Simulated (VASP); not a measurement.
A run of VASP 6.6.1 is set up as follows.

The input INCAR:

```
SYSTEM = Ti
PREC = Accurate
ENCUT = 520
EDIFF = 1E-6
ISMEAR = 0
SIGMA = 0.1
LREAL = .False.
LASPH = .True.
NELM = 80
ALGO = Fast
ISIF = 2
LWAVE = .False.
LCHARG = .False.
NBANDS = 25
```

KPOINTS

```
Automatic mesh
0
Gamma
  6 6 6
  0 0 0
```

The input POSCAR:

```
Ti
1.0
    4.5673748300      0.0000000000      0.0000000000
   -2.2836874200      3.9554626300      0.0000000000
    0.0000000000      0.0000000000      2.8262442700
Ti
3
Direct
    0.0000000000      0.0000000000      0.0000000000
    0.3333333300      0.6666666700      0.5000000000
    0.6666666700      0.3333333300      0.5000000000
```

Potentials or basis: VASP PAW LDA potentials, release 64 (Ti_sv).

Run with:

```sh
$ cat potpaw_LDA.64/Ti_sv/POTCAR > POTCAR
$ mpirun -np 1 vasp_std > vasp.out
```

Q: What does it give for the pressure?

A: -8.0 GPa.

Q: What does it give for the band gap on the k mesh?

A: Zero (bands 18 and 19 overlap by 0.18 eV).

Stress tensor (GPa, compression positive):
```
-8.16  0.00  0.00
 0.00 -8.16  0.00
 0.00  0.00 -7.56
```

Caveat: the k points lie up to 0.37 Å⁻¹ apart.
